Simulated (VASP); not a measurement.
Write the native input for VASP 6.6.1 that does the following.

| Quantity | Value |
| --- | --- |
| Task | single point |
| Functional | PBE |
| Dispersion | D3(BJ) |
| Potentials or basis | VASP PAW PBE potentials, release 64 (C) |
| Cutoff | 520 eV |
| k mesh | 15 × 15 × 15 |
| Occupations | gaussian, width 0.05 eV |
| Spin | no spin polarisation |
| Dipole correction | no |
| Further INCAR settings | ALGO = Normal; EDIFF = 1e-06; NBANDS = 11 |

The structure of C lies in POSCAR:

```
C
1.0
    1.2530811925      0.7234667638      3.4175230126
   -1.2530811925      0.7234667638      3.4175230126
    0.0000000000     -1.4469335276      3.4175230125
C
2
Direct
    0.1722480123      0.1722480123      0.1722480123
    0.8277519877      0.8277519877      0.8277519877
```

The input as run:

INCAR

```
SYSTEM = C
PREC = Accurate ; ENCUT = 520
EDIFF = 1E-6 ; ISMEAR = 0
SIGMA = 0.05 ; LREAL = .False.
LASPH = .True. ; NELM = 100
ALGO = Normal ; ISIF = 2
LWAVE = .False. ; LCHARG = .False.
GGA = PE ; IVDW = 12
NBANDS = 11
```

KPOINTS

```
Automatic mesh
0
Gamma
  15 15 15
  0 0 0
```

Potentials or basis: VASP PAW PBE potentials, release 64 (C).

Launch:

```bash
$ cat potpaw_PBE.64/C/POTCAR > POTCAR
$ mpirun -np 1 vasp_std > vasp.out
```

It gave:

- Pressure: -13.3 GPa
- Largest force: 1.918 eV/Å
- Band gap on the k mesh: 0.45 eV, direct
- Dispersion energy per atom: -0.151 eV

Caveat: forces of over 1 eV/Å act on the atoms, so gaps and moduli don't describe the material at rest.

Run time: 36 s on 1 thread of Intel(R) Xeon(R) 6975P-C (Granite Rapids) (shared host), peak memory 0.2 GiB.
